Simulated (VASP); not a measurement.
Here is a VASP 6.6.1 calculation.

Contents of INCAR:

```
  ALGO = Normal
  EDIFF = 1E-6
  ENCUT = 520
  GGA = PE
  GGA_COMPAT = F
  ISIF = 2
  ISMEAR = -1
  LASPH = T
  LCHARG = F
  LORBIT = 11
  LORBMOM = T
  LREAL = F
  LSORBIT = T
  LWAVE = F
  MAGMOM = 0 0 0 0 0 0
  NBANDS = 30
  NELM = 150
  PREC = Accurate
  SIGMA = 0.02
```

Contents of KPOINTS:

```
k-points
0
Gamma
  6 6 6
```

The input POSCAR:

```
HgTe
1.0
    0.0000000000      3.2891578929      3.2891578929
    3.2891578929      0.0000000000      3.2891578929
    3.2891578929      3.2891578929      0.0000000000
Hg Te
1 1
Direct
    0.0000000000      0.0000000000      0.0000000000
    0.2500000000      0.2500000000      0.2500000000
```

Potentials or basis: VASP PAW PBE potentials, release 64 (Hg, Te).

The run is started by

```bash
$ cat potpaw_PBE.64/Hg/POTCAR potpaw_PBE.64/Te/POTCAR > POTCAR
$ mpirun -np 1 vasp_ncl > vasp.out
```

**Question.** Predict the pressure.

**Answer.** 1.1 GPa.

**Question.** What does it give for the net moment?

**Answer.** 0.00 μB per cell.

Moments on the atoms (μB; x, y, z):
```
Hg  0.00 0.00 0.00
Te  0.00 0.00 0.00
```
